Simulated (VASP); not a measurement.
Input of a VASP 6.6.1 run:

File INCAR:

```
PREC = Accurate ; ENCUT = 500
EDIFF = 1E-6 ; ISMEAR = 0
SIGMA = 0.1 ; LREAL = False
LASPH = True ; NELM = 120
ALGO = Normal ; ISIF = 2
LWAVE = False ; LCHARG = True
GGA = PS ; LELF = True
LVHAR = True ; NBANDS = 15
GGA_COMPAT = False
```

The input KPOINTS:

```
regular mesh
0
Gamma
  14 14 14
```

The input POSCAR:

```
TaAs
1.0
    0.0000000000      2.6025331163      2.6025331163
    2.6025331163      0.0000000000      2.6025331163
    2.6025331163      2.6025331163      0.0000000000
Ta As
1 1
Direct
    0.5000000000      0.5000000000      0.5000000000
    0.0000000000      0.0000000000      0.0000000000
```

Potentials or basis: VASP PAW PBE potentials, release 64 (Ta_pv, As).

Launch:

```bash
$ cat potpaw_PBE.64/Ta_pv/POTCAR potpaw_PBE.64/As/POTCAR > POTCAR
$ mpirun -np 1 vasp_std > vasp.out
```

Problem. What does it give for the band gap on the k mesh?

Solution. Zero (band 8 reaches 8.28 eV, above the bottom of band 9 at 6.01 eV).

Problem. What does it give for the pressure?

Solution. 0.6 GPa.

Caveat: the PAW data sets were made with another functional, which shifts forces and pressure a little; spin-orbit coupling is left out, which moves the levels of the heavy elements.
